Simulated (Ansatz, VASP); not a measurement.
# MgSe in VASP and in Ansatz

File INCAR:

```
ALGO = Normal
EDIFF = 1E-6
ENCUT = 600
GGA = PS
GGA_COMPAT = F
ISIF = 2
ISMEAR = 0
LASPH = T
LCHARG = F
LREAL = F
LWAVE = F
NBANDS = 11
NELM = 120
PREC = Accurate
SIGMA = 0.02
```

Contents of KPOINTS:

```
k-points
0
Gamma
  8 8 8
```

POSCAR

```
MgSe
1.0
    0.0000000000      2.7246416510      2.7246416510
    2.7246416510      0.0000000000      2.7246416510
    2.7246416510      2.7246416510      0.0000000000
Mg Se
1 1
Direct
    0.0000000000      0.0000000000      0.0000000000
    0.5000000000      0.5000000000      0.5000000000
```

Input for Ansatz:

```yaml
crystal:
  lattice:
    - [0.0, 2.724641651, 2.724641651]
    - [2.724641651, 0.0, 2.724641651]
    - [2.724641651, 2.724641651, 0.0]
  atoms:
    - { symbol: Mg, position: [0.0, 0.0, 0.0] }
    - { symbol: Se, position: [0.5, 0.5, 0.5] }
basis:
  ecutwfc: 420
kpoints:
  mp_grid: { grid: [8, 8, 8] }
  band_path:
    path:
      - [[0.0, 0.0, 0.0], [0.5, 0.0, 0.5], [0.625, 0.25, 0.625]]
      - [[0.375, 0.375, 0.75], [0.0, 0.0, 0.0], [0.5, 0.5, 0.5], [0.5, 0.25, 0.75], [0.5, 0.0, 0.5]]
    npoints: 10
hamiltonian:
  xc: pbesol
  pseudopotentials: { kind: paw, azcp: { folder: soft_1 } }
scf:
  occupations: { method: gaussian, width: 0.02 }
  n_extra_bands: 7
output:
  forces: true
  stress: true
  eigenvalues: true
  write_density: true
  write_potential: true
  elf: true
  volumetric_format: npy
```

Alike in both runs: task single point; functional PBEsol; k mesh 8 × 8 × 8; occupations gaussian, width 0.02 eV; no spin polarisation.

|  | VASP | Ansatz |
| --- | --- | --- |
| version | VASP 6.6.1 | Ansatz 0.2.0 |
| potentials or method | VASP PAW PBE potentials, release 64 (Mg, Se), cutoff 600 eV | scalar-relativistic, plane waves, PAW |
| valence electrons in the cell | 8 | 26 |

|  | VASP | Ansatz | Ansatz less VASP |
| --- | --- | --- | --- |
| gap on the k mesh at the Fermi level (eV) | 1.76 | 1.78 | +0.014 |
| least direct gap on the mesh (eV) | 2.51 | 2.51 | 0.000 |
| pressure (GPa) | 0.0 | 0.0 | +0.04 |

VASP's potentials were made for PBE, not for PBEsol, and Ansatz warns of the same on its side. VASP's potentials hold 8 valence electrons a cell and Ansatz's 26, so a difference there can come from the potentials and not from the codes.
